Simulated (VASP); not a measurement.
# CoO (Fm-3m) in VASP: further runs

Runs on CoO. Level: LDA. Tasks: single point.

All numbers are computed with VASP 6.6.1; they aren't measurements. Logs are shortened: lines on timing, memory, paths and dates and some standing lists are left out, and cuts for length are marked.

**1. The cell of the first run**

It takes space group Fm-3m (No. 225, cubic). Conventional cell: a = 4.258 Å, b = 4.258 Å, c = 4.258 Å, α = 90.00°, β = 90.00°, γ = 90.00°. O (site symmetry m-3m) has 6 Co at 2.13 Å within 2.8 Å. Within 2.8 Å of Co (site symmetry m-3m) lie 6 O at 2.13 Å.

**2. Single point, LDA, non-collinear spin, typed start**

INCAR

```
SYSTEM = CoO
ALGO = Normal
EDIFF = 1E-7
ENCUT = 520
GGA = CA
ISIF = 2
ISMEAR = -1
LASPH = .True.
LCHARG = .False.
LMAXMIX = 4
LNONCOLLINEAR = .True.
LORBIT = 11
LREAL = .False.
LWAVE = .False.
MAGMOM = 0 0 0 0 0 0 0 0 0 0 0 0 0 0 3 0 0 3 0 0 3 0 0 3
NBANDS = 78
NELM = 150
PREC = Accurate
SIGMA = 0.03
```

KPOINTS

```
k-points
0
Gamma
  3 3 3
  0 0 0
```

POSCAR

```
CoO
1.0
    4.2580000000      0.0000000000      0.0000000000
    0.0000000000      4.2580000000      0.0000000000
    0.0000000000      0.0000000000      4.2580000000
O Co
4 4
Direct
    0.0000000000      0.0000000000      0.5000000000
    0.0000000000      0.5000000000      0.0000000000
    0.5000000000      0.0000000000      0.0000000000
    0.5000000000      0.5000000000      0.5000000000
    0.0000000000      0.0000000000      0.0000000000
    0.0000000000      0.5000000000      0.5000000000
    0.5000000000      0.0000000000      0.5000000000
    0.5000000000      0.5000000000      0.0000000000
```

Potentials or basis: VASP PAW LDA potentials, release 64 (O, Co).

Started as:

```
cat potpaw_LDA.64/O/POTCAR potpaw_LDA.64/Co/POTCAR > POTCAR
mpirun -np 1 vasp_ncl > vasp.out
```

OUTCAR:

```text
SYSTEM = CoO
   EDIFF = 1E-7
   ENCUT = 520
   GGA = CA
   ISIF = 2
   ISMEAR = -1
   LASPH = .True.
   LNONCOLLINEAR = .True.
   LORBIT = 11
   LREAL = .False.
   NELM = 150
   PREC = Accurate

 ion  position               nearest neighbor table
   1  0.000  0.000  0.500-   5 2.13   6 2.13   7 2.13   5 2.13   6 2.13   7 2.13
   2  0.000  0.500  0.000-   5 2.13   6 2.13   8 2.13   6 2.13   5 2.13   8 2.13
   3  0.500  0.000  0.000-   5 2.13   7 2.13   8 2.13   7 2.13   8 2.13   5 2.13
   4  0.500  0.500  0.500-   6 2.13   7 2.13   8 2.13   8 2.13   7 2.13   6 2.13
   5  0.000  0.000  0.000-   1 2.13   2 2.13   3 2.13   1 2.13   2 2.13   3 2.13   6 3.01   6 3.01
                             7 3.01   7 3.01   6 3.01   8 3.01   6 3.01   8 3.01   7 3.01   8 3.01
   6  0.000  0.500  0.500-   1 2.13   2 2.13   4 2.13   2 2.13   1 2.13   4 2.13   5 3.01   5 3.01
                             8 3.01   7 3.01   5 3.01   7 3.01   5 3.01   8 3.01   7 3.01   8 3.01
   7  0.500  0.000  0.500-   1 2.13   3 2.13   4 2.13   3 2.13   4 2.13   1 2.13   5 3.01   5 3.01
                             8 3.01   6 3.01   6 3.01   8 3.01   8 3.01   8 3.01   5 3.01   6 3.01
   8  0.500  0.500  0.000-   2 2.13   3 2.13   4 2.13   4 2.13   3 2.13   2 2.13   5 3.01   6 3.01
                             7 3.01   6 3.01   5 3.01   7 3.01   7 3.01   7 3.01   5 3.01   6 3.01

  LATTYP: Found a simple cubic cell.
 ALAT       =     4.2580000000

  Lattice vectors:

 A1 = (   4.2580000000,   0.0000000000,   0.0000000000)
 A2 = (   0.0000000000,   4.2580000000,   0.0000000000)
 A3 = (   0.0000000000,   0.0000000000,   4.2580000000)

Analysis of symmetry for initial positions (statically):
=====================================================================
 Subroutine PRICEL returns following result:

  LATTYP: Found a face centered cubic cell.
 ALAT       =     4.2580000000
[... 12 lines left out ...]
 Subroutine GETGRP returns: Found 48 space group operations
[... 5 lines left out ...]
Analysis of symmetry for dynamics (positions and initial velocities):
=====================================================================
 Subroutine PRICEL returns following result:

  LATTYP: Found a face centered cubic cell.
 ALAT       =     4.2580000000
[... 12 lines left out ...]
 Subroutine GETGRP returns: Found 48 space group operations
 (whereof 48 operations were pure point group operations)
 out of a pool of 48 trial point group operations.

The dynamic configuration has the point symmetry O_h .

Analysis of structural, dynamic, and magnetic symmetry:
=====================================================================
 Subroutine PRICEL returns following result:

  LATTYP: Found a face centered cubic cell.
 ALAT       =     4.2580000000
[... 12 lines left out ...]
 Subroutine GETGRP returns: Found  8 space group operations
 (whereof  8 operations were pure point group operations)
 out of a pool of 48 trial point group operations.

The overall configuration has the point symmetry C_4h.

 Subroutine INISYM returns: Found  8 space group operations
 (whereof  8 operations are pure point group operations),
 and found     4 'primitive' translations

----------------------------------------------------------------------------------------

                                     Primitive cell

  volume of cell :      19.3000

  direct lattice vectors                    reciprocal lattice vectors
     2.129000000 -2.129000000  0.000000000     0.234852043 -0.234852043 -0.234852043
     2.129000000  0.000000000  2.129000000     0.234852043  0.234852043  0.234852043
     0.000000000 -2.129000000  2.129000000    -0.234852043 -0.234852043  0.234852043

  length of vectors
     3.010860674  3.010860674  3.010860674     0.406775671  0.406775671  0.406775671

  position of ions in fractional coordinates (direct lattice)
     0.500000000  0.500000000  0.500000000
     0.000000000  0.000000000  0.000000000

  ion indices of the primitive-cell ions
   primitive index   ion index
                 1           1
                 2           5

----------------------------------------------------------------------------------------

 KPOINTS: k-points

Automatic generation of k-mesh.
 Grid dimensions read from file:
 generate k-points for:    3    3    3

 Generating k-lattice:

[... 50 lines left out ...]
   POTIM  = 0.5000    time-step for ionic-motion
   TEBEG  =    0.0;   TEEND  =   0.0 temperature during run
   PSTRESS=    0.0 pullay stress
   NELECT =      60.0000    total number of electrons
   NUPDOWN=      -1.0000    fix difference up-down
   EMIN   =  10.00;   EMAX   =-10.00  energy-range for DOS
   EFERMI =   0.00;   METHOD = LEGACY
   ISMEAR =    -1;   SIGMA  =   0.03  broadening in eV -4-tet -1-fermi 0-gaus
   EFERMI_NEDOS =   21; number of points for ismear=-14 and -15
   IALGO  =     38    algorithm
   IMIX   =      4    mixing-type and parameters
     AMIX     =   0.40;   BMIX     =  1.00
     AMIX_MAG =   1.60;   BMIX_MAG =  1.00
  volume/ion in A,a.u.               =       9.65        65.12
  Fermi-wavevector in a.u.,A,eV,Ry     =   1.505172  2.844363 30.824598  2.265544
  Thomas-Fermi vector in A             =   2.616056
   LORBIT       =     11    0 simple, 1 ext, 2 COOP (PROOUT), +10 PAW based schemes
   GGA     = CA    functional components
   LHFCALC =     F    Hartree Fock is set to
   AEXX    =    0.0000 exact exchange contribution
   IVDW    =     0    specifies the selected vdW correction
   LEPSILON=     F    determine dielectric tensor
   LRPA    =     F    only Hartree local field effects (RPA)
  energy-cutoff  :      520.00
  volume of cell :       77.20
 maximum number of plane-waves:      4206
 NGX is ok and might be reduce to    32
   NGX = 15   NGY = 15   NGZ = 15

 number of electron      59.9999963 magnetization       0.0000000      0.0000000     11.9976100

 number of electron      59.9999963 magnetization       0.0000000     -0.0000000     12.0001343

 number of electron      59.9999963 magnetization      -0.0000000     -0.0000000     11.9997265

 Free energy of the ion-electron system (eV)
  ---------------------------------------------------
  ext. energy  EPLUGINS =         0.00000000
  ---------------------------------------------------
  free energy    TOTEN  =       -58.51397685 eV

  energy without entropy =      -58.46329460  energy(sigma->0) =      -58.48863573

 E-fermi :   7.5908     XC(G=0): -12.8914

 val. band max:        7.5652541035   @ k =   0.3333   0.3333   0.3333
 cond. band min:       7.6085242000   @ k =   0.0000   0.3333   0.3333
 fundamental gap:      0.0432700965
 Fermi energy:         7.5907634496

 k-point     1 :       0.0000    0.0000    0.0000
  band No.  band energies     occupation
      1     -12.3491      1.00000
      2     -11.7805      1.00000
      3     -11.0321      1.00000
      4     -11.0321      1.00000
      5     -11.0321      1.00000
      6     -10.3924      1.00000
[... 439 lines left out ...]
     71       9.4414      0.00000
     72       9.4415      0.00000
 [bands above 72 left out]

------------------------ aborting loop because EDIFF is reached ----------------------------------------

  FORCE on cell =-STRESS in cart. coord.  units (eV):
  Direction    XX          YY          ZZ          XY          YZ          ZX
  --------------------------------------------------------------------------------------
  -------------------------------------------------------------------------------------
  Total       -8.7200901     -8.7200901     -8.7205726     -0.0000003      0.0000000      0.0000000
  in kB     -180.9733333   -180.9733333   -180.9833462     -0.0000055      0.0000000      0.0000000
  external PRESSURE =    -180.9766710 kB  Pullay stress =       0.0000000 kB

 VOLUME and BASIS-vectors are now :
 -----------------------------------------------------------------------------
  energy-cutoff  :      520.00
  volume of cell :       77.20
      direct lattice vectors                 reciprocal lattice vectors
     4.258000000  0.000000000  0.000000000     0.234852043  0.000000000  0.000000000
     0.000000000  4.258000000  0.000000000     0.000000000  0.234852043  0.000000000
     0.000000000  0.000000000  4.258000000     0.000000000  0.000000000  0.234852043

 POSITION                                       TOTAL-FORCE (eV/Angst)
 -----------------------------------------------------------------------------------
      0.00000      0.00000      2.12900        -0.000000     -0.000000      0.000000
      0.00000      2.12900      0.00000         0.000000     -0.000000      0.000000
      2.12900      0.00000      0.00000        -0.000000     -0.000000      0.000000
      2.12900      2.12900      2.12900        -0.000000      0.000000      0.000000
      0.00000      0.00000      0.00000         0.000000      0.000000     -0.000000
      0.00000      2.12900      2.12900         0.000000     -0.000000      0.000000
      2.12900      0.00000      2.12900        -0.000000     -0.000000      0.000000
      2.12900      2.12900      0.00000         0.000000     -0.000000     -0.000000
 -----------------------------------------------------------------------------------
    total drift:                                0.000000      0.000000      0.000000

  FREE ENERGIE OF THE ION-ELECTRON SYSTEM (eV)
  ---------------------------------------------------
  free  energy   TOTEN  =       -58.5139768507 eV

  energy  without entropy=      -58.4632946047  energy(sigma->0) =      -58.48863573

 total charge

# of ion       s       p       d       tot
------------------------------------------
    1        1.541   3.398   0.000   4.939
    2        1.541   3.398   0.000   4.939
    3        1.541   3.398   0.000   4.939
    4        1.541   3.398   0.000   4.939
    5        0.297   0.366   7.157   7.820
    6        0.297   0.366   7.157   7.820
    7        0.297   0.366   7.157   7.820
    8        0.297   0.366   7.157   7.820
--------------------------------------------------
tot          7.354  15.053  28.629  51.036

 magnetization (x)

# of ion       s       p       d       tot
------------------------------------------
    1        0.000  -0.000   0.000  -0.000
    2        0.000  -0.000   0.000  -0.000
    3       -0.000   0.000   0.000   0.000
    4        0.000  -0.000   0.000  -0.000
    5        0.000   0.000  -0.000   0.000
    6       -0.000  -0.000   0.000  -0.000
    7        0.000  -0.000   0.000   0.000
    8       -0.000  -0.000   0.000   0.000
--------------------------------------------------
tot         -0.000  -0.000   0.000   0.000

 magnetization (y)

# of ion       s       p       d       tot
------------------------------------------
    1        0.000   0.000   0.000   0.000
    2       -0.000  -0.000   0.000  -0.000
    3        0.000   0.000   0.000   0.000
    4       -0.000   0.000   0.000  -0.000
    5       -0.000   0.000   0.000   0.000
    6        0.000   0.000  -0.000  -0.000
    7       -0.000   0.000  -0.000  -0.000
    8        0.000  -0.000   0.000   0.000
--------------------------------------------------
tot          0.000   0.000  -0.000   0.000

 magnetization (z)

# of ion       s       p       d       tot
------------------------------------------
    1        0.031   0.317   0.000   0.349
    2        0.031   0.317   0.000   0.349
    3        0.031   0.317   0.000   0.349
    4        0.031   0.317   0.000   0.349
    5        0.022   0.016   2.545   2.584
    6        0.022   0.016   2.545   2.584
    7        0.022   0.016   2.545   2.584
    8        0.022   0.016   2.545   2.584
--------------------------------------------------
tot          0.214   1.334  10.181  11.729
```

It took 52 s on 1 thread of Intel Xeon 6975P-C (Granite Rapids), shared host; peak memory 0.26 GiB.

Results:

| Quantity | Value |
| --- | --- |
| Free energy | -58.5140 eV |
| Pressure | -18.1 GPa |
| Band gap on the k mesh | zero (band 60 reaches 7.61 eV, above the bottom of band 61 at 7.57 eV) |
| Net moment | 12.00 μB per cell |
| Valence electrons inside the program's atomic spheres | O 4.94; Co 7.82 |

Moments on the atoms (μB; x, y, z):
```
O   0.00 0.00 0.35
O   0.00 0.00 0.35
O   0.00 0.00 0.35
O   0.00 0.00 0.35
Co  0.00 0.00 2.58
Co  0.00 0.00 2.58
Co  0.00 0.00 2.58
Co  0.00 0.00 2.58
```

Caveat: the k points lie up to 0.49 Å⁻¹ apart; semilocal functionals often make such compounds metallic where correlation or magnetic order opens a gap, which also shifts bond lengths.

**3. Single point, LDA, non-collinear spin, typed start**

INCAR

```
PREC = Accurate
ENCUT = 520
EDIFF = 1E-6
ISMEAR = -1
SIGMA = 0.03
LREAL = F
LASPH = T
NELM = 150
ALGO = Normal
ISIF = 2
LWAVE = F
LCHARG = T
LNONCOLLINEAR = T
MAGMOM = 0 0 0 0 0 0 0 0 0 0 0 0 0 0 3 0 0 -3 0 0 3 0 0 -3
LORBIT = 11
LMAXMIX = 4
LVHAR = T
NBANDS = 78
```

KPOINTS

```
Automatic mesh
0
Gamma
  3 3 3
```

POSCAR is that of step 2.

Potentials or basis: VASP PAW LDA potentials, release 64 (O, Co).

Started as:

```
cat potpaw_LDA.64/O/POTCAR potpaw_LDA.64/Co/POTCAR > POTCAR
mpirun -np 1 vasp_ncl > vasp.out
```

Run time: 77 s. Hardware: 1 thread of Intel Xeon 6975P-C (Granite Rapids), shared host; peak memory 0.27 GiB.

It converged, with:

```
Free energy                                           : -58.1331 eV
Pressure                                              : -20.5 GPa
Band gap on the k mesh                                : zero (band 60 reaches 7.73 eV, above the bottom of band 61 at 7.37 eV)
Net moment                                            : 0.00 μB per cell
Valence electrons inside the program's atomic spheres : O 4.92; Co 7.85
```

Stress tensor (GPa, compression positive):
```
-22.66   0.00   0.00
  0.00 -16.08   0.00
  0.00   0.00 -22.66
```

Levels at points of the mesh, in eV from the Fermi level:
```tsv
k point	band 59	band 60	band 61	band 62	band 63	band 64	band 65	band 66
(0.00, 0.00, 0.00)	-0.26	-0.26	-0.26	-0.26	-0.24	-0.24	0.17	0.17
```

Moments on the atoms (μB; x, y, z):
```
O    0.00  0.00  0.10
O    0.00  0.00 -0.10
O    0.00  0.00  0.10
O    0.00  0.00 -0.10
Co   0.00  0.00  2.31
Co   0.00  0.00 -2.31
Co   0.00  0.00  2.31
Co   0.00  0.00 -2.31
```

Caveat: the k points lie up to 0.49 Å⁻¹ apart; the starting moments collapsed, and a magnetic state may lie lower; semilocal functionals often make such compounds metallic where correlation or magnetic order opens a gap, which also shifts bond lengths. With open d or f shells a metallic result of LDA can be an artefact of self-interaction; +U or a hybrid may open a gap.

(Part 1 of 2 ends here.)
